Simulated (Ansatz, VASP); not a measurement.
# One calculation of WS2, two programs

Contents of INCAR:

```
SYSTEM = WS2
ALGO = Normal
DIPOL = 0.5 0.5 0.500
EDIFF = 1E-6
ENCUT = 520
GGA = PE
IDIPOL = 3
ISIF = 2
ISMEAR = 0
IVDW = 12
LASPH = .True.
LCHARG = .True.
LDIPOL = .True.
LELF = .True.
LREAL = .False.
LVACPOTAV = .True.
LVHAR = .True.
LWAVE = .False.
NBANDS = 20
NELM = 60
PREC = Accurate
SIGMA = 0.02
```

File KPOINTS:

```
k-points
0
Gamma
  12 12 1
  0 0 0
```

File POSCAR:

```
WS2
1.0
    3.2230000000      0.0000000000      0.0000000000
   -1.6115000000      2.7911998764      0.0000000000
    0.0000000000      0.0000000000     32.2910878415
S W
2 1
Direct
    0.3333333333      0.6666666667      0.4512000864
    0.3333333333      0.6666666667      0.5488121587
    0.6666666667      0.3333333333      0.5000061202
```

Input for Ansatz:

```yaml
crystal:
  lattice:
    - [3.223, 0.0, 0.0]
    - [-1.6115, 2.7911998764, 0.0]
    - [0.0, 0.0, 32.2910878415]
  atoms:
    - { symbol: S, position: [0.3333333333, 0.6666666667, 0.4512000864] }
    - { symbol: W, position: [0.6666666667, 0.3333333333, 0.5000061202] }
    - { symbol: S, position: [0.3333333333, 0.6666666667, 0.5488121587] }
  periodic: [true, true, false]
basis:
  ecutwfc: 420
kpoints:
  mp_grid: { grid: [12, 12, 1] }
hamiltonian:
  xc: pbe
  pseudopotentials: { kind: paw, azcp: { folder: soft_1 } }
  dispersion: d3bj
scf:
  occupations: { method: gaussian, width: 0.02 }
output:
  forces: true
  stress: true
  eigenvalues: true
```

Alike in both runs: task single point; functional PBE; dispersion D3(BJ); k mesh 12 × 12 × 1; occupations gaussian, width 0.02 eV; no spin polarisation.

|  | VASP | Ansatz |
| --- | --- | --- |
| version | VASP 6.6.1 | Ansatz 0.2.0 |
| potentials or method | VASP PAW PBE potentials, release 64 (S, W_sv), cutoff 520 eV | scalar-relativistic, plane waves, PAW |
| valence electrons in the cell | 26 | 26 |

```csv
,VASP,Ansatz,Ansatz less VASP
gap on the k mesh at the Fermi level (eV),1.69,1.68,-0.011
least direct gap on the mesh (eV),1.71,1.71,-0.002
rms of the force components (eV/Å),0.197,0.198,+0.0013
```

Spin-orbit coupling is off throughout.
